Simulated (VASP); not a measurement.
Crystal: BiSbS.

```xyz
3
Lattice="4.6405 0.0000 0.0000 -2.3203 4.0188 0.0000 0.0000 0.0000 4.6606" Properties=species:S:1:pos:R:3 pbc="T T T"
Sb    0.0000    2.6792    2.3303
Bi    2.3203    1.3396    2.3303
S     0.0000    0.0000    0.0000
```

| Quantity | Value |
| --- | --- |
| Program | VASP 6.6.1 |
| Task | relaxation of cell and atoms |
| Functional | PBE |
| Potentials or basis | VASP PAW PBE potentials, release 64 (Sb, Bi_d, S) |
| Cutoff | 600 eV |
| k mesh | 6 × 6 × 4 |
| Occupations | gaussian, width 0.1 eV |
| Spin | no spin polarisation |

At the start: pressure 9.1 GPa; volume 28.97 Å³/atom.

Q: Where does the relaxation end?

A: Over 12 steps the energy falls by 497.3 meV/atom and the volume is 26.30 Å³/atom (-9.2 %); space group P-6m2 (No. 187, to 0.05 Å).

Step by step:
```tsv
step	energy change (eV)	largest force (eV/Å)	pressure (GPa)	volume (Å³)
1	0.0000	0.0000	9.05	86.92
2	-0.6030	0.0000	-5.64	107.95
3	-0.7400	0.0000	-2.36	100.08
4	-0.9156	0.0000	-2.07	94.99
5	-1.4669	0.0000	0.18	79.71
6	8.5168	0.0000	113.13	49.04
7	-1.4739	0.0000	0.37	79.25
8	-1.4849	0.0000	1.27	77.40
9	-1.4849	0.0000	1.02	77.85
10	-1.4797	0.0000	-0.94	79.60
11	-1.4916	0.0000	0.17	78.53
12	-1.4918	0.0000	-0.04	78.91
```

Final structure:
```
Sb Bi S
1.0
     5.10865    0.00000    0.00000
    -2.55433    4.42422    0.00000
     0.00000    0.00000    3.49145
Sb Bi S
1 1 1
Direct
  0.33333 0.66667 0.50000
  0.66667 0.33333 0.50000
  0.00000 0.00000 0.00000
```
